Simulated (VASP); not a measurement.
# SnTe (Pm-3m) in VASP: a series of runs

The runs below take SnTe through single point, with PBE.

Program: VASP 6.6.1. These are calculated values, not measurements. Logs are shortened: lines on timing, memory, paths and dates and some standing lists are left out, and cuts for length are marked.

**1. The cell of the first run**

The structure is cubic, space group Pm-3m (No. 221). The conventional cell has a = 3.765 Å, b = 3.765 Å, c = 3.765 Å, α = 90.00°, β = 90.00°, γ = 90.00°. Sn (site symmetry m-3m) has 8 Te at 3.26 Å and 6 Sn at 3.77 Å within 4.3 Å. Te (site symmetry m-3m) has 8 Sn at 3.26 Å and 6 Te at 3.77 Å within 4.3 Å.

**2. Single point, PBE (strained)**

File INCAR:

```
SYSTEM = SnTe
PREC = Accurate ; ENCUT = 520
EDIFF = 1E-6 ; ISMEAR = 0
SIGMA = 0.1 ; LREAL = .FALSE.
LASPH = .TRUE. ; NELM = 80
ALGO = Normal ; ISIF = 2
LWAVE = .FALSE. ; LCHARG = .FALSE.
GGA = PE ; NBANDS = 17
```

File KPOINTS:

```
regular mesh
0
G
  12 12 12
  0 0 0
```

File POSCAR:

```
SnTe
1.0
    3.7650288810      0.0000000000      0.0000000000
    0.0000000000      3.7650288810      0.0000000000
    0.0000000000      0.0000000000      3.7650288810
Sn Te
1 1
Direct
    0.0000000000      0.0000000000      0.0000000000
    0.5000000000      0.5000000000      0.5000000000
```

Potentials or basis: VASP PAW PBE potentials, release 64 (Sn_d, Te).

On the command line:

```
cat potpaw_PBE.64/Sn_d/POTCAR potpaw_PBE.64/Te/POTCAR > POTCAR
mpirun -np 1 vasp_std > vasp.out
```

OUTCAR:

```text
SYSTEM = SnTe
   PREC = Accurate
   ENCUT = 520
   EDIFF = 1E-6
   ISMEAR = 0
   LREAL = .FALSE.
   LASPH = .TRUE.
   NELM = 80
   ISIF = 2
   GGA = PE

 ion  position               nearest neighbor table
   1  0.000  0.000  0.000-   2 3.26   2 3.26   2 3.26   2 3.26   2 3.26   2 3.26   2 3.26   2 3.26

   2  0.500  0.500  0.500-   1 3.26   1 3.26   1 3.26   1 3.26   1 3.26   1 3.26   1 3.26   1 3.26

  LATTYP: Found a simple cubic cell.
 ALAT       =     3.7650288810

  Lattice vectors:

 A1 = (   3.7650288810,   0.0000000000,   0.0000000000)
 A2 = (   0.0000000000,   3.7650288810,   0.0000000000)
 A3 = (   0.0000000000,   0.0000000000,   3.7650288810)

Analysis of symmetry for initial positions (statically):
=====================================================================
 Subroutine PRICEL returns:
 Original cell was already a primitive cell.

 Routine SETGRP: Setting up the symmetry group for a
 simple cubic supercell.

 Subroutine GETGRP returns: Found 48 space group operations
 (whereof 48 operations were pure point group operations)
 out of a pool of 48 trial point group operations.

The static configuration has the point symmetry O_h .

Analysis of symmetry for dynamics (positions and initial velocities):
=====================================================================
 Subroutine PRICEL returns:
 Original cell was already a primitive cell.

 Routine SETGRP: Setting up the symmetry group for a
 simple cubic supercell.

 Subroutine GETGRP returns: Found 48 space group operations
 (whereof 48 operations were pure point group operations)
 out of a pool of 48 trial point group operations.

The dynamic configuration has the point symmetry O_h .

 Subroutine INISYM returns: Found 48 space group operations
 (whereof 48 operations are pure point group operations),
 and found     1 'primitive' translations

----------------------------------------------------------------------------------------

                                     Primitive cell

  volume of cell :      53.3710

  direct lattice vectors                    reciprocal lattice vectors
     3.765028881  0.000000000  0.000000000     0.265602212  0.000000000  0.000000000
     0.000000000  3.765028881  0.000000000     0.000000000  0.265602212  0.000000000
     0.000000000  0.000000000  3.765028881     0.000000000  0.000000000  0.265602212

  length of vectors
     3.765028881  3.765028881  3.765028881     0.265602212  0.265602212  0.265602212

  position of ions in fractional coordinates (direct lattice)
     0.000000000  0.000000000  0.000000000
     0.500000000  0.500000000  0.500000000

  ion indices of the primitive-cell ions
   primitive index   ion index
                 1           1
                 2           2

----------------------------------------------------------------------------------------

 KPOINTS: regular mesh

Automatic generation of k-mesh.
 Grid dimensions read from file:
 generate k-points for:   12   12   12

 Generating k-lattice:

  Cartesian coordinates                     Fractional coordinates (reciprocal lattice)
     0.022133518  0.000000000  0.000000000     0.083333333  0.000000000  0.000000000
     0.000000000  0.022133518  0.000000000     0.000000000  0.083333333  0.000000000
     0.000000000  0.000000000  0.022133518     0.000000000  0.000000000  0.083333333

  Length of vectors
     0.022133518  0.022133518  0.022133518

  Shift w.r.t. Gamma in fractional coordinates (k-lattice)
     0.000000000  0.000000000  0.000000000

 Subroutine IBZKPT returns following result:
 ===========================================

 Found     84 irreducible k-points:

 Following reciprocal coordinates:
            Coordinates               Weight
  0.000000  0.000000  0.000000      1.000000
  0.083333  0.000000  0.000000      6.000000
  0.166667  0.000000  0.000000      6.000000
  0.250000  0.000000  0.000000      6.000000
  0.333333  0.000000  0.000000      6.000000
  0.416667  0.000000  0.000000      6.000000
[... 16 lines left out ...]
  0.333333  0.333333  0.000000     12.000000
  0.416667  0.333333  0.000000     24.000000
 [... further k-points ...]
   k-points           NKPTS =     84   k-points in BZ     NKDIM =     84   number of bands    NBANDS=     17
   number of dos      NEDOS =    301   number of ions     NIONS =      2
   total plane-waves  NPLWV =  21952
   dimension x,y,z NGX =    28 NGY =   28 NGZ =   28
   dimension x,y,z NGXF=    56 NGYF=   56 NGZF=   56
   ions per type =               1   1
   NGX,Y,Z   is equivalent  to a cutoff of  12.36, 12.36, 12.36 a.u.
   NGXF,Y,Z  is equivalent  to a cutoff of  24.73, 24.73, 24.73 a.u.
 SYSTEM =  SnTe
   PREC   = accura    normal or accurate (medium, high low for compatibility)
   ISTART =      0    job   : 0-new  1-cont  2-samecut
   ICHARG =      2    charge: 1-file 2-atom 10-const
   ISPIN  =      1    spin polarized calculation?
   LNONCOLLINEAR =      F non collinear calculations
   LSORBIT =      F    spin-orbit coupling
   LASPH  =      T    aspherical Exc in radial PAW
   ENCUT  =  520.0 eV  38.22 Ry    6.18 a.u.   7.00  7.00  7.00*2*pi/ulx,y,z
   NELM   =     80;   NELMIN=  2; NELMDL= -5     # of ELM steps
   EDIFF  = 0.1E-05   stopping-criterion for ELM
   LREAL  =      F    real-space projection
   EDIFFG = 0.1E-04   stopping-criterion for IOM
   NSW    =      0    number of steps for IOM
   IBRION =     -1    ionic relax: 0-MD 1-quasi-New 2-CG
   NFREE  =      0    steps in history (QN), initial steepest desc. (CG)
   ISIF   =      2    stress and relaxation
   ISYM   =      2    0-nonsym 1-usesym 2-fastsym
   POTIM  = 0.5000    time-step for ionic-motion
   TEBEG  =    0.0;   TEEND  =   0.0 temperature during run
   PSTRESS=    0.0 pullay stress
   NELECT =      20.0000    total number of electrons
   NUPDOWN=      -1.0000    fix difference up-down
   EMIN   =  10.00;   EMAX   =-10.00  energy-range for DOS
   EFERMI =   0.00;   METHOD = LEGACY
   ISMEAR =     0;   SIGMA  =   0.10  broadening in eV -4-tet -1-fermi 0-gaus
   EFERMI_NEDOS =   21; number of points for ismear=-14 and -15
   IALGO  =     38    algorithm
   IMIX   =      4    mixing-type and parameters
     AMIX     =   0.40;   BMIX     =  1.00
     AMIX_MAG =   1.60;   BMIX_MAG =  1.00
  volume/ion in A,a.u.               =      26.69       180.08
  Fermi-wavevector in a.u.,A,eV,Ry     =   1.180275  2.230396 18.953581  1.393049
  Thomas-Fermi vector in A             =   2.316570
   LORBIT       =      0    0 simple, 1 ext, 2 COOP (PROOUT), +10 PAW based schemes
   GGA     = PE    functional components
   LHFCALC =     F    Hartree Fock is set to
   AEXX    =    0.0000 exact exchange contribution
   IVDW    =     0    specifies the selected vdW correction
   LEPSILON=     F    determine dielectric tensor
   LRPA    =     F    only Hartree local field effects (RPA)
 non-spin polarized calculation
 Gauss-broadening in eV      SIGMA  =   0.10
  energy-cutoff  :      520.00
  volume of cell :       53.37
 maximum number of plane-waves:      1472
   NGX = 15   NGY = 15   NGZ = 15

 number of electron      20.0000015 magnetization

 Free energy of the ion-electron system (eV)
  ---------------------------------------------------
  ext. energy  EPLUGINS =         0.00000000
  ---------------------------------------------------
  free energy    TOTEN  =        -7.00211854 eV

  energy without entropy =       -6.99420624  energy(sigma->0) =       -6.99816239

 E-fermi :   8.4408     XC(G=0): -10.3806

 val. band max:        8.4274982546   @ k =   0.4167   0.3333   0.2500
 cond. band min:       8.4538361529   @ k =   0.5000   0.2500   0.0000
 fundamental gap:      0.0263378983
 Fermi energy:         8.4407605556

 k-point     1 :       0.0000    0.0000    0.0000
  band No.  band energies     occupation
      1     -13.1721      2.00000
      2     -13.1721      2.00000
      3     -13.1188      2.00000
      4     -13.1188      2.00000
      5     -13.1188      2.00000
      6      -4.6627      2.00000
[... 9 lines left out ...]
     16      19.7584      0.00000
     17      19.7584      0.00000

 k-point     2 :       0.0833    0.0000    0.0000
  band No.  band energies     occupation
      1     -13.1720      2.00000
      2     -13.1689      2.00000
      3     -13.1200      2.00000
      4     -13.1200      2.00000
      5     -13.1187      2.00000
      6      -4.5994      2.00000
[... 9 lines left out ...]
     16      19.3682      0.00000
     17      19.3780      0.00000

 k-point     3 :       0.1667    0.0000    0.0000
  band No.  band energies     occupation
      1     -13.1716      2.00000
      2     -13.1600      2.00000
      3     -13.1231      2.00000
      4     -13.1231      2.00000
      5     -13.1186      2.00000
      6      -4.4128      2.00000
[... 9 lines left out ...]
     16      18.2779      0.00000
     17      19.1826      0.00000

 k-point     4 :       0.2500    0.0000    0.0000
  band No.  band energies     occupation
      1     -13.1710      2.00000
      2     -13.1478      2.00000
      3     -13.1274      2.00000
      4     -13.1274      2.00000
      5     -13.1183      2.00000
      6      -4.1160      2.00000
[... 9 lines left out ...]
     16      17.0690      0.00000
     17      19.3643      0.00000

 k-point     5 :       0.3333    0.0000    0.0000
  band No.  band energies     occupation
      1     -13.1705      2.00000
      2     -13.1357      2.00000
      3     -13.1317      2.00000
      4     -13.1317      2.00000
      5     -13.1180      2.00000
      6      -3.7422      2.00000
[... 9 lines left out ...]
     16      17.2138      0.00000
     17      19.8217      0.00000

 k-point     6 :       0.4167    0.0000    0.0000
  band No.  band energies     occupation
      1     -13.1701      2.00000
      2     -13.1348      2.00000
      3     -13.1348      2.00000
      4     -13.1268      2.00000
      5     -13.1178      2.00000
      6      -3.3768      2.00000
[... 9 lines left out ...]
     16      19.3198      0.00000
     17      20.4900      0.00000

 k-point     7 :       0.5000    0.0000    0.0000
  band No.  band energies     occupation
      1     -13.1699      2.00000
      2     -13.1359      2.00000
      3     -13.1359      2.00000
      4     -13.1236      2.00000
      5     -13.1178      2.00000
      6      -3.2063      2.00000
[... 9 lines left out ...]
     16      20.7293      0.00000
     17      21.2632      0.00000

 k-point     8 :       0.0833    0.0833    0.0000
  band No.  band energies     occupation
      1     -13.1703      2.00000
      2     -13.1672      2.00000
      3     -13.1212      2.00000
      4     -13.1201      2.00000
      5     -13.1197      2.00000
      6      -4.5362      2.00000
[... 9 lines left out ...]
     16      18.7140      0.00000
     17      18.7838      0.00000
[... 203 lines left out ...]
      1     -13.1586      2.00000
      2     -13.1383      2.00000
      3     -13.1345      2.00000
      4     -13.1269      2.00000
      5     -13.1256      2.00000
      6      -3.5908      2.00000
[... 9 lines left out ...]
     16      16.6592      0.00000
     17      16.9121      0.00000

 k-point    20 :       0.3333    0.2500    0.0000
  band No.  band energies     occupation
      1     -13.1561      2.00000
      2     -13.1438      2.00000
      3     -13.1303      2.00000
      4     -13.1256      2.00000
      5     -13.1241      2.00000
      6      -3.2410      2.00000
[... 9 lines left out ...]
     16      16.7810      0.00000
     17      17.8867      0.00000

 k-point    21 :       0.4167    0.2500    0.0000
  band No.  band energies     occupation
      1     -13.1549      2.00000
      2     -13.1478      2.00000
      3     -13.1331      2.00000
      4     -13.1252      2.00000
      5     -13.1158      2.00000
      6      -2.9112      2.00000
[... 9 lines left out ...]
     16      17.0484      0.00000
     17      18.4606      0.00000

 k-point    22 :       0.5000    0.2500    0.0000
  band No.  band energies     occupation
      1     -13.1545      2.00000
      2     -13.1492      2.00000
      3     -13.1342      2.00000
      4     -13.1251      2.00000
      5     -13.1127      2.00000
      6      -2.7634      2.00000
[... 9 lines left out ...]
     16      17.3516      0.00000
     17      17.9198      0.00000

 k-point    23 :       0.3333    0.3333    0.0000
  band No.  band energies     occupation
      1     -13.1521      2.00000
      2     -13.1497      2.00000
      3     -13.1299      2.00000
      4     -13.1290      2.00000
      5     -13.1152      2.00000
      6      -2.9160      2.00000
[... 9 lines left out ...]
     16      16.9600      0.00000
     17      18.3076      0.00000

 k-point    24 :       0.4167    0.3333    0.0000
  band No.  band energies     occupation
      1     -13.1542      2.00000
      2     -13.1499      2.00000
      3     -13.1323      2.00000
      4     -13.1289      2.00000
      5     -13.1077      2.00000
      6      -2.6199      2.00000
[... 9 lines left out ...]
     16      17.0914      0.00000
     17      17.4253      0.00000

 [... further k-points ...]
[... 5 lines left out ...]
  --------------------------------------------------------------------------------------
  -------------------------------------------------------------------------------------
  Total        1.7047778      1.7047778      1.7047778      0.0000000     -0.0000000     -0.0000000
  in kB       51.1768358     51.1768358     51.1768358      0.0000000     -0.0000000     -0.0000000
  external PRESSURE =      51.1768358 kB  Pullay stress =       0.0000000 kB

 VOLUME and BASIS-vectors are now :
 -----------------------------------------------------------------------------
  energy-cutoff  :      520.00
  volume of cell :       53.37
      direct lattice vectors                 reciprocal lattice vectors
     3.765028881  0.000000000  0.000000000     0.265602212  0.000000000  0.000000000
     0.000000000  3.765028881  0.000000000     0.000000000  0.265602212  0.000000000
     0.000000000  0.000000000  3.765028881     0.000000000  0.000000000  0.265602212

 POSITION                                       TOTAL-FORCE (eV/Angst)
 -----------------------------------------------------------------------------------
      0.00000      0.00000      0.00000         0.000000      0.000000      0.000000
      1.88251      1.88251      1.88251         0.000000      0.000000      0.000000
 -----------------------------------------------------------------------------------
    total drift:                               -0.000000      0.000000     -0.000000

  FREE ENERGIE OF THE ION-ELECTRON SYSTEM (eV)
  ---------------------------------------------------
  free  energy   TOTEN  =        -7.0021185429 eV

  energy  without entropy=       -6.9942062368  energy(sigma->0) =       -6.99816239
```

Wall time 83 s (1 thread of Intel Xeon 8259CL, shared host); peak memory 0.21 GiB.

What came out:

```yaml
Free_energy: -7.0021 eV
Pressure: 5.1 GPa
Band_gap_on_the_k_mesh: zero (bands 10 and 11 overlap by 2.39 eV)
```

Caveat: the cell differs from its parent crystal (strained); the cell stands under pressure; spin-orbit coupling is left out, which moves the levels of the heavy elements.

(Continued in part 2 of 2.)
